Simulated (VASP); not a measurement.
# Cs2AgBiBr6 (Fm-3m) in VASP: notebook

Cs2AgBiBr6 is run at these levels: PBEsol+D3(BJ); tasks: single point.

All numbers are computed with VASP 6.6.1; they aren't measurements. Logs are shortened: lines on timing, memory, paths and dates and some standing lists are left out, and cuts for length are marked.

## Step 1: The cell of the first run

The structure is cubic, space group Fm-3m (No. 225). Conventional cell: a = 11.036 Å, b = 11.036 Å, c = 11.036 Å, α = 90.00°, β = 90.00°, γ = 90.00°. Bi (site symmetry m-3m) has 6 Br at 2.81 Å within 3.7 Å. Within 5.1 Å of Cs (site symmetry -43m) lie 12 Br at 3.90 Å and 4 Bi at 4.78 Å and 4 Ag at 4.78 Å. Ag (site symmetry m-3m) has 6 Br at 2.71 Å within 3.6 Å. Within 3.6 Å of Br (site symmetry 4mm) lie 1 Ag at 2.71 Å and 1 Bi at 2.81 Å.

## Step 2: Single point, PBEsol+D3(BJ)

INCAR reads:

```
  PREC = Accurate
  ENCUT = 500
  EDIFF = 1E-6
  ISMEAR = -1
  SIGMA = 0.05
  LREAL = False
  LASPH = True
  NELM = 120
  ALGO = Normal
  ISIF = 2
  LWAVE = False
  LCHARG = False
  GGA = PS
  IVDW = 12
  NBANDS = 54
  GGA_COMPAT = False
```

KPOINTS reads:

```
Automatic mesh
0
Gamma
  4 4 4
```

POSCAR reads:

```
Cs2AgBiBr6
1.0
    0.0000000000      5.5181137368      5.5181137368
    5.5181137368      0.0000000000      5.5181137368
    5.5181137368      5.5181137368      0.0000000000
Bi Cs Ag Br
1 2 1 6
Direct
    0.0000000000      0.0000000000      0.0000000000
    0.7500000000      0.7500000000      0.7500000000
    0.2500000000      0.2500000000      0.2500000000
    0.5000000000      0.5000000000      0.5000000000
    0.7451641559      0.7451641559      0.2548358441
    0.2548358441      0.2548358441      0.7451641559
    0.7451641559      0.2548358441      0.2548358441
    0.7451641559      0.2548358441      0.7451641559
    0.2548358441      0.7451641559      0.7451641559
    0.2548358441      0.7451641559      0.2548358441
```

Potentials or basis: VASP PAW PBE potentials, release 64 (Bi_d, Cs_sv, Ag, Br).

Started as:

```console
$ cat potpaw_PBE.64/Bi_d/POTCAR potpaw_PBE.64/Cs_sv/POTCAR potpaw_PBE.64/Ag/POTCAR potpaw_PBE.64/Br/POTCAR > POTCAR
$ mpirun -np 1 vasp_std > vasp.out
```

OUTCAR:

```text
PREC = Accurate
   ENCUT = 500
   EDIFF = 1E-6
   ISMEAR = -1
   LREAL = False
   LASPH = True
   NELM = 120
   ISIF = 2
   GGA = PS
   IVDW = 12
 IVDW          = 12

 ion  position               nearest neighbor table
   1  0.000  0.000  0.000-   5 2.81   6 2.81   7 2.81   8 2.81   9 2.81  10 2.81
   2  0.750  0.750  0.750-
   3  0.250  0.250  0.250-
   4  0.500  0.500  0.500-   5 2.71   6 2.71   7 2.71   8 2.71   9 2.71  10 2.71
   5  0.745  0.745  0.255-   4 2.71   1 2.81
   6  0.255  0.255  0.745-   4 2.71   1 2.81
   7  0.745  0.255  0.255-   4 2.71   1 2.81
   8  0.745  0.255  0.745-   4 2.71   1 2.81
   9  0.255  0.745  0.745-   4 2.71   1 2.81
  10  0.255  0.745  0.255-   4 2.71   1 2.81

  LATTYP: Found a face centered cubic cell.
 ALAT       =    11.0362274736

  Lattice vectors:

 A1 = (   0.0000000000,   5.5181137368,   5.5181137368)
 A2 = (   5.5181137368,   0.0000000000,   5.5181137368)
 A3 = (   5.5181137368,   5.5181137368,   0.0000000000)

Analysis of symmetry for initial positions (statically):
=====================================================================
 Subroutine PRICEL returns:
 Original cell was already a primitive cell.

 Routine SETGRP: Setting up the symmetry group for a
 face centered cubic supercell.

 Subroutine GETGRP returns: Found 48 space group operations
 (whereof 48 operations were pure point group operations)
 out of a pool of 48 trial point group operations.

The static configuration has the point symmetry O_h .

Analysis of symmetry for dynamics (positions and initial velocities):
=====================================================================
 Subroutine PRICEL returns:
 Original cell was already a primitive cell.

 Routine SETGRP: Setting up the symmetry group for a
 face centered cubic supercell.

 Subroutine GETGRP returns: Found 48 space group operations
 (whereof 48 operations were pure point group operations)
 out of a pool of 48 trial point group operations.

The dynamic configuration has the point symmetry O_h .

 Subroutine INISYM returns: Found 48 space group operations
 (whereof 48 operations are pure point group operations),
 and found     1 'primitive' translations

[... 98 lines left out ...]
   NFREE  =      0    steps in history (QN), initial steepest desc. (CG)
   ISIF   =      2    stress and relaxation
   ISYM   =      2    0-nonsym 1-usesym 2-fastsym
   POTIM  = 0.5000    time-step for ionic-motion
   TEBEG  =    0.0;   TEEND  =   0.0 temperature during run
   PSTRESS=    0.0 pullay stress
   NELECT =      86.0000    total number of electrons
   NUPDOWN=      -1.0000    fix difference up-down
   EMIN   =  10.00;   EMAX   =-10.00  energy-range for DOS
   EFERMI =   0.00;   METHOD = LEGACY
   ISMEAR =    -1;   SIGMA  =   0.05  broadening in eV -4-tet -1-fermi 0-gaus
   EFERMI_NEDOS =   21; number of points for ismear=-14 and -15
   IALGO  =     38    algorithm
   IMIX   =      4    mixing-type and parameters
     AMIX     =   0.40;   BMIX     =  1.00
     AMIX_MAG =   1.60;   BMIX_MAG =  1.00
  volume/ion in A,a.u.               =      33.60       226.78
  Fermi-wavevector in a.u.,A,eV,Ry     =   1.039378  1.964140 14.698474  1.080307
  Thomas-Fermi vector in A             =   2.173906
   LORBIT       =      0    0 simple, 1 ext, 2 COOP (PROOUT), +10 PAW based schemes
   GGA     = PS    functional components
   LHFCALC =     F    Hartree Fock is set to
   AEXX    =    0.0000 exact exchange contribution
   IVDW    =    12    specifies the selected vdW correction
   LEPSILON=     F    determine dielectric tensor
   LRPA    =     F    only Hartree local field effects (RPA)
 non-spin polarized calculation
  energy-cutoff  :      500.00
  volume of cell :      336.05
 maximum number of plane-waves:      8609
 NGX is ok and might be reduce to    60
   NGX = 29   NGY = 29   NGZ = 29

 number of electron      86.0000007 magnetization

 Free energy of the ion-electron system (eV)
  ---------------------------------------------------
  ext. energy  EPLUGINS =         0.00000000
  ---------------------------------------------------
  free energy    TOTEN  =       -31.77373153 eV

  energy without entropy =      -31.77372673  energy(sigma->0) =      -31.77372913

 E-fermi :   2.4001     XC(G=0):  -8.6094

 val. band max:        1.8893507958   @ k =   0.5000   0.5000   0.0000
 cond. band min:       2.9152280475   @ k =   0.5000   0.0000   0.0000
 fundamental gap:      1.0258772518
 Fermi energy:         2.4000922037

 k-point     1 :       0.0000    0.0000    0.0000
  band No.  band energies     occupation
      1     -21.3062      2.00000
      2     -21.3062      2.00000
      3     -21.2598      2.00000
      4     -21.2598      2.00000
      5     -21.2598      2.00000
      6     -19.0106      2.00000
[... 445 lines left out ...]
     53       7.6675      0.00000
     54       8.0079      0.00000

------------------------ aborting loop because EDIFF is reached ----------------------------------------

 Edisp (eV)   -2.52554

 E8    (eV) :    -1.7298

  FORCE on cell =-STRESS in cart. coord.  units (eV):
  Direction    XX          YY          ZZ          XY          YZ          ZX
  --------------------------------------------------------------------------------------
  -------------------------------------------------------------------------------------
  Total       0.01410     0.01410     0.01410     0.00000     0.00000    -0.00000
  in kB       0.06722     0.06722     0.06722     0.00000     0.00000    -0.00000
  external pressure =        0.07 kB  Pullay stress =        0.00 kB

 VOLUME and BASIS-vectors are now :
 -----------------------------------------------------------------------------
  energy-cutoff  :      500.00
  volume of cell :      336.05
      direct lattice vectors                 reciprocal lattice vectors
     0.000000000  5.518113737  5.518113737    -0.090610673  0.090610673  0.090610673
     5.518113737  0.000000000  5.518113737     0.090610673 -0.090610673  0.090610673
     5.518113737  5.518113737  0.000000000     0.090610673  0.090610673 -0.090610673

 POSITION                                       TOTAL-FORCE (eV/Angst)
 -----------------------------------------------------------------------------------
      0.00000      0.00000      0.00000         0.000000      0.000000     -0.000000
      8.27717      8.27717      8.27717        -0.000000      0.000000     -0.000000
      2.75906      2.75906      2.75906         0.000000      0.000000     -0.000000
      5.51811      5.51811      5.51811        -0.000000      0.000000     -0.000000
      5.51811      5.51811      8.22380         0.000000      0.000000     -0.006590
      5.51811      5.51811      2.81243         0.000000      0.000000      0.006590
      2.81243      5.51811      5.51811         0.006590      0.000000     -0.000000
      5.51811      8.22380      5.51811         0.000000     -0.006590     -0.000000
      8.22380      5.51811      5.51811        -0.006590      0.000000     -0.000000
      5.51811      2.81243      5.51811         0.000000      0.006590     -0.000000
 -----------------------------------------------------------------------------------
    total drift:                               -0.000000     -0.000000      0.000000

  FREE ENERGIE OF THE ION-ELECTRON SYSTEM (eV)
  ---------------------------------------------------
  free  energy   TOTEN  =       -34.2992727598 eV

  energy  without entropy=      -34.2992679548  energy(sigma->0) =      -34.29927036
```

It took 5.3 min on 1 thread of Oxide Virtual Turin-like, shared host; peak memory 0.56 GiB.

Results:

| Item | Value |
| --- | --- |
| Free energy | -34.2993 eV |
| Pressure | 0.0 GPa |
| Largest force | 0.007 eV/Å |
| Band gap on the k mesh | 1.03 eV (least direct gap 2.34 eV) |
| Dispersion energy per atom | -0.253 eV |

Forces on the atoms (eV/Å):
```
Bi   0.000  0.000  0.000
Cs   0.000  0.000  0.000
Cs   0.000  0.000  0.000
Ag   0.000  0.000  0.000
Br   0.000  0.000 -0.007
Br   0.000  0.000  0.007
Br   0.007  0.000  0.000
Br   0.000 -0.007  0.000
Br  -0.007  0.000  0.000
Br   0.000  0.007  0.000
```

Levels at points of the mesh, in eV from the valence-band top:
```csv
k point,band 39,band 40,band 41,band 42,band 43,band 44,band 45,band 46,band 47,band 48
"(0.00, 0.00, 0.00)",-1.42,-1.42,-1.42,-0.69,-0.69,1.96,1.96,1.96,3.37,4.12
"(0.50, 0.00, 0.00)",-1.77,-1.77,-1.67,-1.39,-1.39,1.03,3.56,3.56,4.71,4.80
"(0.50, 0.50, 0.00)",-1.81,-1.81,-1.44,-0.70,0.00,2.53,2.53,2.94,4.59,5.04
```

Caveat: the PAW data sets were made with another functional, which shifts forces and pressure a little; spin-orbit coupling is left out, which moves the levels of the heavy elements.

## Step 3: Single point, PBEsol+D3(BJ)

This run uses another cell than the first one, of 33.74 Å³/atom.

INCAR reads:

```
SYSTEM = Cs2AgBiBr6
ALGO = Normal ; EDIFF = 1E-6
ENCUT = 500 ; GGA = PS
GGA_COMPAT = .False. ; ISIF = 2
ISMEAR = -1 ; IVDW = 12
LASPH = .True. ; LCHARG = .False.
LREAL = .False. ; LWAVE = .False.
NBANDS = 54 ; NELM = 120
PREC = Accurate ; SIGMA = 0.05
```

KPOINTS reads:

```
k-points
0
Gamma
  4 4 4
  0 0 0
```

POSCAR reads:

```
Cs2AgBiBr6
1.0
    0.0000000000      5.5256720030      5.5256720030
    5.5256720030      0.0000000000      5.5256720030
    5.5256720030      5.5256720030      0.0000000000
Bi Cs Ag Br
1 2 1 6
Direct
    0.0000000000      0.0000000000      0.0000000000
    0.7500000000      0.7500000000      0.7500000000
    0.2500000000      0.2500000000      0.2500000000
    0.5000000000      0.5000000000      0.5000000000
    0.7452590554      0.7452590554      0.2547409446
    0.2547409446      0.2547409446      0.7452590554
    0.7452590554      0.2547409446      0.2547409446
    0.7452590554      0.2547409446      0.7452590554
    0.2547409446      0.7452590554      0.7452590554
    0.2547409446      0.7452590554      0.2547409446
```

Potentials or basis: VASP PAW PBE potentials, release 64 (Bi_d, Cs_sv, Ag, Br).

Started as:

```console
$ cat potpaw_PBE.64/Bi_d/POTCAR potpaw_PBE.64/Cs_sv/POTCAR potpaw_PBE.64/Ag/POTCAR potpaw_PBE.64/Br/POTCAR > POTCAR
$ mpirun -np 1 vasp_std > vasp.out
```

Run time: 5.1 min. Hardware: 1 thread of Oxide Virtual Turin-like, shared host; peak memory 0.56 GiB.

Results (log left out):

| Quantity | Value |
| --- | --- |
| Free energy | -34.2989 eV |
| Pressure | -0.1 GPa |
| Largest force | 0.008 eV/Å |
| Band gap on the k mesh | 1.03 eV (least direct gap 2.34 eV) |
| Dispersion energy per atom | -0.251 eV |

Forces in eV/Å, atoms in the order of the input:
```
Bi   0.000  0.000  0.000
Cs   0.000  0.000  0.000
Cs   0.000  0.000  0.000
Ag   0.000  0.000  0.000
Br   0.000  0.000 -0.008
Br   0.000  0.000  0.008
Br   0.008  0.000  0.000
Br   0.000 -0.008  0.000
Br  -0.008  0.000  0.000
Br   0.000  0.008  0.000
```

Levels at points of the mesh, in eV from the valence-band top:
| k point | band 39 | band 40 | band 41 | band 42 | band 43 | band 44 | band 45 | band 46 | band 47 | band 48 |
| --- | --- | --- | --- | --- | --- | --- | --- | --- | --- | --- |
| (0.00, 0.00, 0.00) | -1.40 | -1.40 | -1.40 | -0.68 | -0.68 | 1.97 | 1.97 | 1.97 | 3.37 | 4.15 |
| (0.50, 0.00, 0.00) | -1.75 | -1.75 | -1.66 | -1.38 | -1.38 | 1.03 | 3.56 | 3.56 | 4.72 | 4.81 |
| (0.50, 0.50, 0.00) | -1.79 | -1.79 | -1.42 | -0.69 | 0.00 | 2.54 | 2.54 | 2.94 | 4.58 | 5.05 |

Caveat: three body term missing; the PAW data sets were made with another functional, which shifts forces and pressure a little; spin-orbit coupling is left out, which moves the levels of the heavy elements. A k mesh can miss the band edges.
